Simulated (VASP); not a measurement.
# Be5Pd (F-43m) in VASP: further runs

The runs below take Be5Pd through single point, relaxation of volume and atoms at fixed shape, with LDA.

Everything below comes from runs of VASP 6.6.1. Logs are shortened: lines on timing, memory, paths and dates and some standing lists are left out, and cuts for length are marked.

### 1 The cell of the first run

It takes space group F-43m (No. 216, cubic). Conventional cell: a = 5.886 Å, b = 5.886 Å, c = 5.886 Å, α = 90.00°, β = 90.00°, γ = 90.00°. Within 3.2 Å of Be (site symmetry -43m) lie 12 Be at 2.44 Å and 4 Pd at 2.55 Å. Within 2.8 Å of Be (site symmetry 3m) lie 9 Be at 2.08 to 2.44 Å and 3 Pd at 2.44 Å. Within 3.2 Å of Pd (site symmetry -43m) lie 16 Be at 2.44 to 2.55 Å.

### 2 Single point, LDA

Contents of INCAR:

```
PREC     = Accurate       # precision mode
ENCUT    = 520            # plane-wave cutoff, eV
EDIFF    = 1E-7           # SCF threshold, eV
ISMEAR   = -1             # smearing method
SIGMA    = 0.05           # smearing width, eV
LREAL    = F              # projectors in reciprocal space
LASPH    = T              # aspherical terms in the spheres
NELM     = 100            # most SCF steps
ALGO     = Normal         # electronic algorithm
ISIF     = 2              # what is computed and relaxed
LWAVE    = F              # write WAVECAR
LCHARG   = T              # write CHGCAR
GGA      = CA             # functional
LELF     = T              # ELF
LVHAR    = T            
NBANDS   = 19             # bands
```

Contents of KPOINTS:

```
Automatic mesh
0
Gamma
  8 8 8
```

Contents of POSCAR:

```
Be5Pd
1.0
    0.0000000000      2.9431735981      2.9431735981
    2.9431735981      0.0000000000      2.9431735981
    2.9431735981      2.9431735981      0.0000000000
Be Pd
5 1
Direct
    0.2500000000      0.2500000000      0.2500000000
    0.6247793631      0.6247793631      0.6247793631
    0.1256619107      0.6247793631      0.6247793631
    0.6247793631      0.1256619107      0.6247793631
    0.6247793631      0.6247793631      0.1256619107
    0.0000000000      0.0000000000      0.0000000000
```

Potentials or basis: VASP PAW LDA potentials, release 64 (Be, Pd).

Launch:

```
$ cat potpaw_LDA.64/Be/POTCAR potpaw_LDA.64/Pd/POTCAR > POTCAR
$ mpirun -np 1 vasp_std > vasp.out
```

OUTCAR:

```text
PREC = Accurate
   ENCUT = 520
   EDIFF = 1E-7
   ISMEAR = -1
   LREAL = F
   LASPH = T
   NELM = 100
   ISIF = 2
   GGA = CA

 ion  position               nearest neighbor table
   1  0.250  0.250  0.250-   6 2.55   6 2.55   6 2.55   6 2.55
   2  0.625  0.625  0.625-   3 2.08   4 2.08   5 2.08   3 2.08   4 2.08   5 2.08   6 2.44   6 2.44
                             6 2.44
   3  0.126  0.625  0.625-   2 2.08   4 2.08   5 2.08   4 2.08   5 2.08   2 2.08   6 2.44   6 2.44
                             6 2.44
   4  0.625  0.126  0.625-   2 2.08   3 2.08   5 2.08   3 2.08   5 2.08   2 2.08   6 2.44   6 2.44
                             6 2.44
   5  0.625  0.625  0.126-   2 2.08   3 2.08   4 2.08   4 2.08   3 2.08   2 2.08   6 2.44   6 2.44
                             6 2.44
   6  0.000  0.000  0.000-   5 2.44   4 2.44   3 2.44   2 2.44   2 2.44   2 2.44   4 2.44   3 2.44
                             4 2.44   3 2.44   5 2.44   5 2.44   1 2.55   1 2.55   1 2.55   1 2.55

  LATTYP: Found a face centered cubic cell.
 ALAT       =     5.8863471962

  Lattice vectors:

 A1 = (   0.0000000000,   2.9431735981,   2.9431735981)
 A2 = (   2.9431735981,   0.0000000000,   2.9431735981)
 A3 = (   2.9431735981,   2.9431735981,   0.0000000000)

Analysis of symmetry for initial positions (statically):
=====================================================================
 Subroutine PRICEL returns:
 Original cell was already a primitive cell.

 Routine SETGRP: Setting up the symmetry group for a
 face centered cubic supercell.

 Subroutine GETGRP returns: Found 24 space group operations
 (whereof 24 operations were pure point group operations)
 out of a pool of 48 trial point group operations.

The static configuration has the point symmetry T_d .

Analysis of symmetry for dynamics (positions and initial velocities):
=====================================================================
 Subroutine PRICEL returns:
 Original cell was already a primitive cell.

 Routine SETGRP: Setting up the symmetry group for a
 face centered cubic supercell.

 Subroutine GETGRP returns: Found 24 space group operations
 (whereof 24 operations were pure point group operations)
 out of a pool of 48 trial point group operations.

The dynamic configuration has the point symmetry T_d .

 Subroutine INISYM returns: Found 24 space group operations
 (whereof 24 operations are pure point group operations),
 and found     1 'primitive' translations

[... 104 lines left out ...]
   EDIFFG = 0.1E-05   stopping-criterion for IOM
   NSW    =      0    number of steps for IOM
   IBRION =     -1    ionic relax: 0-MD 1-quasi-New 2-CG
   NFREE  =      0    steps in history (QN), initial steepest desc. (CG)
   ISIF   =      2    stress and relaxation
   ISYM   =      2    0-nonsym 1-usesym 2-fastsym
   POTIM  = 0.5000    time-step for ionic-motion
   TEBEG  =    0.0;   TEEND  =   0.0 temperature during run
   PSTRESS=    0.0 pullay stress
   NELECT =      20.0000    total number of electrons
   NUPDOWN=      -1.0000    fix difference up-down
   EMIN   =  10.00;   EMAX   =-10.00  energy-range for DOS
   EFERMI =   0.00;   METHOD = LEGACY
   ISMEAR =    -1;   SIGMA  =   0.05  broadening in eV -4-tet -1-fermi 0-gaus
   EFERMI_NEDOS =   21; number of points for ismear=-14 and -15
   IALGO  =     38    algorithm
   IMIX   =      4    mixing-type and parameters
     AMIX     =   0.40;   BMIX     =  1.00
     AMIX_MAG =   1.60;   BMIX_MAG =  1.00
  volume/ion in A,a.u.               =       8.50        57.35
  Fermi-wavevector in a.u.,A,eV,Ry     =   1.198374  2.264598 19.539322  1.436100
  Thomas-Fermi vector in A             =   2.334264
   LORBIT       =      0    0 simple, 1 ext, 2 COOP (PROOUT), +10 PAW based schemes
   GGA     = CA    functional components
   LHFCALC =     F    Hartree Fock is set to
   AEXX    =    0.0000 exact exchange contribution
   IVDW    =     0    specifies the selected vdW correction
   LEPSILON=     F    determine dielectric tensor
   LRPA    =     F    only Hartree local field effects (RPA)
 non-spin polarized calculation
  energy-cutoff  :      520.00
  volume of cell :       50.99
 maximum number of plane-waves:      1387
   NGX = 15   NGY = 15   NGZ = 15

 number of electron      20.0000003 magnetization

 Free energy of the ion-electron system (eV)
  ---------------------------------------------------
  ext. energy  EPLUGINS =         0.00000000
  ---------------------------------------------------
  free energy    TOTEN  =       -29.56874172 eV

  energy without entropy =      -29.56297966  energy(sigma->0) =      -29.56586069

 E-fermi :   8.2288     XC(G=0): -11.6554

 val. band max:        8.1327284696   @ k =   0.0000   0.0000   0.0000
 cond. band min:       8.2455831669   @ k =  -0.3750   0.5000   0.1250
 fundamental gap:      0.1128546974
 Fermi energy:         8.2288194175

 k-point     1 :       0.0000    0.0000    0.0000
  band No.  band energies     occupation
      1      -2.3328      2.00000
      2       2.5919      2.00000
      3       2.5919      2.00000
      4       2.5919      2.00000
      5       3.2974      2.00000
      6       3.2974      2.00000
[... 505 lines left out ...]
      6       3.9538      2.00000
[... 11 lines left out ...]
     18      17.7733      0.00000
     19      18.8224      0.00000

 [... further k-points ...]

------------------------ aborting loop because EDIFF is reached ----------------------------------------

  FORCE on cell =-STRESS in cart. coord.  units (eV):
  Direction    XX          YY          ZZ          XY          YZ          ZX
  --------------------------------------------------------------------------------------
  -------------------------------------------------------------------------------------
  Total        0.1155716      0.1155716      0.1155716      0.0000000      0.0000000      0.0000000
  in kB        3.6314847      3.6314847      3.6314847      0.0000000      0.0000000      0.0000000
  external PRESSURE =       3.6314847 kB  Pullay stress =       0.0000000 kB

 VOLUME and BASIS-vectors are now :
 -----------------------------------------------------------------------------
  energy-cutoff  :      520.00
  volume of cell :       50.99
      direct lattice vectors                 reciprocal lattice vectors
     0.000000000  2.943173598  2.943173598    -0.169884644  0.169884644  0.169884644
     2.943173598  0.000000000  2.943173598     0.169884644 -0.169884644  0.169884644
     2.943173598  2.943173598  0.000000000     0.169884644  0.169884644 -0.169884644

 POSITION                                       TOTAL-FORCE (eV/Angst)
 -----------------------------------------------------------------------------------
      1.47159      1.47159      1.47159        -0.000000     -0.000000     -0.000000
      3.67767      3.67767      3.67767        -0.000738     -0.000738     -0.000738
      3.67767      2.20868      2.20868        -0.000738      0.000738      0.000738
      2.20868      3.67767      2.20868         0.000738     -0.000738      0.000738
      2.20868      2.20868      3.67767         0.000738      0.000738     -0.000738
      0.00000      0.00000      0.00000        -0.000000     -0.000000     -0.000000
 -----------------------------------------------------------------------------------
    total drift:                                0.000000      0.000000      0.000000

  FREE ENERGIE OF THE ION-ELECTRON SYSTEM (eV)
  ---------------------------------------------------
  free  energy   TOTEN  =       -29.5687417248 eV

  energy  without entropy=      -29.5629796569  energy(sigma->0) =      -29.56586069
```

OSZICAR:

```text
N       E                     dE             d eps       ncg     rms          rms(c)
DAV:   1     0.545878927280E+02    0.54588E+02   -0.85722E+03  1102   0.930E+02
DAV:   2    -0.312555690979E+02   -0.85843E+02   -0.80843E+02  1211   0.189E+02
DAV:   3    -0.339894384856E+02   -0.27339E+01   -0.27055E+01  1488   0.318E+01
DAV:   4    -0.340061835890E+02   -0.16745E-01   -0.16730E-01  1316   0.243E+00
DAV:   5    -0.340063190732E+02   -0.13548E-03   -0.13548E-03  1368   0.253E-01    0.170E+01
DAV:   6    -0.319847890626E+02    0.20215E+01   -0.35377E+01  1150   0.549E+01    0.139E+01
DAV:   7    -0.296467360109E+02    0.23381E+01   -0.57524E+00  1150   0.288E+01    0.171E+00
DAV:   8    -0.295948933328E+02    0.51843E-01   -0.35556E-01  1280   0.462E+00    0.131E+00
DAV:   9    -0.295708819329E+02    0.24011E-01   -0.20519E-02  1302   0.141E+00    0.398E-01
DAV:  10    -0.295687952285E+02    0.20867E-02   -0.17816E-03  1251   0.360E-01    0.109E-01
DAV:  11    -0.295687412079E+02    0.54021E-04   -0.85223E-05  1374   0.583E-02    0.268E-02
DAV:  12    -0.295687428522E+02   -0.16444E-05   -0.38190E-06  1294   0.149E-02    0.140E-02
DAV:  13    -0.295687417585E+02    0.10937E-05   -0.24261E-06  1288   0.177E-02    0.254E-03
DAV:  14    -0.295687417248E+02    0.33785E-07   -0.34462E-07  1208   0.504E-03
   1 F= -.29568742E+02 E0= -.29565861E+02  d E =-.576207E-02
```

stdout:

```text
POSCAR found type information on POSCAR BePd
 POSCAR found :  2 types and       6 ions
 scaLAPACK will be used
 LDA part: xc-table for (Slater(with rela. corr.)+CA(PZ))
 , standard interpolation
 POSCAR, INCAR and KPOINTS ok, starting setup
 FFT: planning ... GRIDC
 FFT: planning ... GRID_SOFT
 FFT: planning ... GRID
 WAVECAR not read
 entering main loop
```

Run time: 11 s. Hardware: 1 thread of Intel Xeon 6975P-C (Granite Rapids), shared host; peak memory 0.16 GiB.

Results:

* Free energy: -29.5687 eV
* Pressure: 0.4 GPa
* Band gap on the k mesh: zero (band 10 reaches 8.58 eV, above the bottom of band 11 at 8.10 eV)

Levels at points of the mesh, in eV from the Fermi level:
| k point | band 7 | band 8 | band 9 | band 10 | band 11 | band 12 | band 13 | band 14 |
| --- | --- | --- | --- | --- | --- | --- | --- | --- |
| (0.00, 0.00, 0.00) | -3.74 | -0.10 | -0.10 | -0.10 | 3.37 | 3.37 | 3.37 | 3.48 |
| (0.50, 0.00, 0.00) | -4.34 | -2.79 | -1.46 | -1.46 | 2.25 | 2.25 | 3.85 | 6.03 |
| (0.50, 0.50, 0.00) | -4.15 | -3.82 | -3.82 | -1.98 | -0.13 | 5.66 | 6.50 | 6.50 |

### 3 Relaxation of volume and atoms at fixed shape, LDA

This run uses another cell than the first one, of 8.89 Å³/atom, 1.046 times its volume.

Contents of INCAR:

```
SYSTEM = Be5Pd
PREC     = Accurate       ! precision mode
ENCUT    = 600            ! plane-wave cutoff, eV
EDIFF    = 1E-7           ! SCF threshold, eV
ISMEAR   = -1             ! smearing method
SIGMA    = 0.05           ! smearing width, eV
LREAL    = .FALSE.        ! projectors in reciprocal space
LASPH    = .TRUE.         ! aspherical terms in the spheres
NELM     = 60             ! most SCF steps
ALGO     = Normal         ! electronic algorithm
ISIF     = 8              ! what is computed and relaxed
LWAVE    = .FALSE.        ! write WAVECAR
LCHARG   = .FALSE.        ! write CHGCAR
IBRION   = 2              ! ionic algorithm
NSW      = 80             ! ionic steps
EDIFFG   = -0.01          ! ionic threshold
```

Contents of KPOINTS:

```
regular mesh
0
G
  8 8 8
  0 0 0
```

Contents of POSCAR:

```
Be5Pd
1.0
    0.0000000000      2.9879170000      2.9879170000
    2.9879170000      0.0000000000      2.9879170000
    2.9879170000      2.9879170000      0.0000000000
Be Pd
5 1
Direct
    0.2500000000      0.2500000000      0.2500000000
    0.6246140000      0.6246140000      0.6246140000
    0.1261570000      0.6246140000      0.6246140000
    0.6246140000      0.1261570000      0.6246140000
    0.6246140000      0.6246140000      0.1261570000
    0.0000000000      0.0000000000      0.0000000000
```

Potentials or basis: VASP PAW LDA potentials, release 64 (Be, Pd).

Launch:

```
$ cat potpaw_LDA.64/Be/POTCAR potpaw_LDA.64/Pd/POTCAR > POTCAR
$ mpirun -np 1 vasp_std > vasp.out
```

Wall time 34 s (1 thread of Intel Xeon 6975P-C (Granite Rapids), shared host); peak memory 0.18 GiB.

Results (log left out):

```yaml
Free_energy: -29.5694 eV
Relaxed_volume: 8.52 Å³/atom
Relaxed_cell: a = 4.165 Å, b = 4.165 Å, c = 4.165 Å, α = 60.00°, β = 60.00°, γ = 60.00°
Space_group_after_relaxing_to_0.05_Å: F-43m (No. 216)
Energy_gained_by_relaxing: 7.9 meV/atom
Ionic_steps: 4
Pressure_after_relaxing: 0.0 GPa
Largest_force_after_relaxing: 0.004 eV/Å
Band_gap_on_the_k_mesh: zero (band 10 reaches 8.56 eV, above the bottom of band 11 at 8.07 eV)
```

Forces on the atoms (eV/Å):
```
Be   0.000  0.000  0.000
Be   0.002  0.002  0.002
Be   0.002 -0.002 -0.002
Be  -0.002  0.002 -0.002
Be  -0.002 -0.002  0.002
Pd   0.000  0.000  0.000
```

Step by step:
```
step  energy change (eV)  largest force (eV/Å)  pressure (GPa)  volume (Å³)
   1              0.0000                0.0620           -6.50        53.35
   2             -0.0448                0.0387            1.64        50.61
   3             -0.0473                0.0184           -0.01        51.11
   4             -0.0473                0.0036            0.01        51.10
```

Final structure:
```
CELL_PARAMETERS angstrom
0.00000 2.94537 2.94537
2.94537 0.00000 2.94537
2.94537 2.94537 0.00000
ATOMIC_POSITIONS crystal
Be 0.25000 0.25000 0.25000
Be 0.62477 0.62477 0.62477
Be 0.12570 0.62477 0.62477
Be 0.62477 0.12570 0.62477
Be 0.62477 0.62477 0.12570
Pd 0.00000 0.00000 0.00000
```

Levels at points of the mesh, in eV from the Fermi level:
```
           k point  band 8  band 9  band 10  band 11  band 12  band 13
(0.00, 0.00, 0.00)   -0.09   -0.09    -0.09     3.36     3.36     3.36
(0.50, 0.00, 0.00)   -2.79   -1.45    -1.45     2.24     2.24     3.84
(0.50, 0.50, 0.00)   -3.81   -3.81    -1.98    -0.13     5.65     6.49
```
